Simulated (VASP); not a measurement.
Write the native input for VASP 6.6.1 that does the following.

* Task: single point
* Functional: PBE
* Potentials or basis: VASP PAW PBE potentials, release 64 (Sr_sv, Ti_sv, C)
* Cutoff: 520 eV
* k mesh: 6 × 6 × 4
* Occupations: gaussian, width 0.1 eV
* Spin: no spin polarisation
* Dipole correction: no
* Further INCAR settings: ALGO = Normal; EDIFF = 1e-06; NBANDS = 28

The structure of Sr2TiC2 lies in POSCAR:

```
Sr2TiC2
1.0
    3.5222799200      0.0000000000      0.0000000000
   -1.7611399600      3.0503838900      0.0000000000
    0.0000000000      0.0000000000      4.7842314900
Sr Ti C
2 1 2
Direct
    0.3333333300      0.6666666700      0.1142478900
    0.6666666700      0.3333333300      0.8857521100
    0.0000000000      0.0000000000      0.5000000000
    0.3333333300      0.6666666700      0.6046389200
    0.6666666700      0.3333333300      0.3953610800
```

One way to write it, as run:

INCAR

```
  PREC = Accurate
  ENCUT = 520
  EDIFF = 1E-6
  ISMEAR = 0
  SIGMA = 0.1
  LREAL = F
  LASPH = T
  NELM = 100
  ALGO = Normal
  ISIF = 2
  LWAVE = F
  LCHARG = T
  GGA = PE
  LELF = T
  LVHAR = T
  NBANDS = 28
```

KPOINTS

```
regular mesh
0
Gamma
  6 6 4
```

Potentials or basis: VASP PAW PBE potentials, release 64 (Sr_sv, Ti_sv, C).

The run is started by

```console
$ cat potpaw_PBE.64/Sr_sv/POTCAR potpaw_PBE.64/Ti_sv/POTCAR potpaw_PBE.64/C/POTCAR > POTCAR
$ mpirun -np 1 vasp_std > vasp.out
```

It gave:

```json
{"Pressure": "122.7 GPa", "Largest force": "4.055 eV/Å", "Band gap on the k mesh": "zero (band 20 reaches 10.28 eV, above the bottom of band 21 at 9.04 eV)"}
```

Caveat: forces of over 1 eV/Å act on the atoms, so gaps and moduli don't describe the material at rest.

Wall time 24 s on 1 thread of Intel(R) Xeon(R) 6975P-C (Granite Rapids), on a shared host, peak memory 0.19 GiB.
